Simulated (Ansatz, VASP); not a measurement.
# BaO: VASP beside Ansatz

The input POSCAR:

```
BaO
1.0
    0.0000000000      2.7719418017      2.7719418017
    2.7719418017      0.0000000000      2.7719418017
    2.7719418017      2.7719418017      0.0000000000
Ba O
1 1
Direct
    0.0000000000      0.0000000000      0.0000000000
    0.5000000000      0.5000000000      0.5000000000
```

Contents of INCAR.step1:

```
SYSTEM = BaO
  PREC = Accurate
  ENCUT = 580
  EDIFF = 1E-5
  ISMEAR = 0
  SIGMA = 0.01
  LREAL = .FALSE.
  LASPH = .TRUE.
  NELM = 120
  ALGO = Normal
  ISIF = 2
  LWAVE = .TRUE.
  NBANDS = 15
  GGA = PE
  GGA_COMPAT = .FALSE.
```

The input INCAR.step2:

```
SYSTEM = BaO
  PREC = Accurate
  ENCUT = 580
  EDIFF = 1E-6
  ISMEAR = 0
  SIGMA = 0.01
  LREAL = .FALSE.
  LASPH = .TRUE.
  NELM = 120
  ALGO = Normal
  ISIF = 2
  LWAVE = .FALSE.
  LCHARG = .TRUE.
  METAGGA = R2SCAN
  LHFCALC = .TRUE.
  AEXX = 0.25
  LMIXTAU = .TRUE.
  PRECFOCK = Normal
  LELF = .TRUE.
  LVHAR = .TRUE.
  NBANDS = 15
  ISTART = 1
  GGA_COMPAT = .FALSE.
```

Contents of KPOINTS:

```
Automatic mesh
0
G
  6 6 6
  0 0 0
```

Input for Ansatz:

```yaml
crystal:
  lattice:
    - [0.0, 2.7719418017, 2.7719418017]
    - [2.7719418017, 0.0, 2.7719418017]
    - [2.7719418017, 2.7719418017, 0.0]
  atoms:
    - { symbol: Ba, position: [0.0, 0.0, 0.0] }
    - { symbol: O, position: [0.5, 0.5, 0.5] }
kpoints:
  mp_grid: { grid: [6, 6, 6] }
  band_path:
    path:
      - [0.0, 0.0, 0.0]
      - [0.5, 0.0, 0.5]
      - [0.625, 0.25, 0.625]
      - [0.375, 0.375, 0.75]
      - [0.5, 0.5, 0.5]
      - [0.5, 0.25, 0.75]
      - [0.0, 0.5, 0.5]
    npoints: 1
hamiltonian:
  xc: r2scan0
scf:
  occupations: { method: fixed }
  n_extra_bands: 4
output:
  forces: true
  stress: true
  eigenvalues: true
```

Alike in both runs: task single point; functional r2SCAN0; k mesh 6 × 6 × 6; no spin polarisation.

|  | VASP | Ansatz |
| --- | --- | --- |
| version | VASP 6.6.1 | Ansatz 0.2.0 |
| potentials or method | VASP PAW PBE potentials, release 64 (Ba_sv, O) | plane waves, PAW |
| plane-wave cutoff (eV) | 580 | 500 |
| occupations | gaussian, width 0.01 eV | fixed |
| valence electrons in the cell | 16 | 16 |

Ansatz gave:

* gap on the k mesh at the Fermi level (eV): 4.27
* pressure (GPa): -1.0

Task: Which values does VASP return?

Result: gap on the k mesh at the Fermi level (eV): 4.22; pressure (GPa): 0.5.

VASP's potentials were made for PBE, not for r2SCAN0. Ansatz's warnings: stress exchange threshold loose, stress scf threshold loose.

Neither program's run includes spin-orbit coupling.
